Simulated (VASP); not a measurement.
Crystal: BeTe.

```
Be Te
1.0
     0.00000    2.77000    2.77000
     2.77000    0.00000    2.77000
     2.77000    2.77000    0.00000
Be Te
1 1
Direct
  0.00000 0.00000 0.00000
  0.25000 0.25000 0.25000
```

```yaml
Program: VASP 6.6.1
Task: relaxation of cell and atoms
Functional: r2SCAN
Potentials_or_basis: VASP PAW PBE potentials, release 64 (Be, Te)
Cutoff: 600 eV
k_mesh: 10 × 10 × 10
Occupations: methfessel-paxton, width 0.05 eV
Spin: no spin polarisation
```

At the start: pressure 4.4 GPa; volume 21.25 Å³/atom.

Problem. How do energy, volume and symmetry change on relaxing?

Solution. Over 3 steps the energy falls by 18.9 meV/atom and the volume is 22.69 Å³/atom (+6.8 %); space group F-43m (No. 216, to 0.05 Å).

Step by step:
```
step  energy change (eV)  largest force (eV/Å)  pressure (GPa)  volume (Å³)
   1              0.0000                0.0000            4.43        42.51
   2             -0.0351                0.0000           -1.05        46.23
   3             -0.0379                0.0000            0.01        45.38
```

Final structure:
```
Be Te
1.0
     0.00000    2.83113    2.83113
     2.83113    0.00000    2.83113
     2.83113    2.83113    0.00000
Be Te
1 1
Direct
  0.00000 0.00000 0.00000
  0.25000 0.25000 0.25000
```

Caveat: the PAW data sets were made with another functional, which shifts forces and pressure a little.
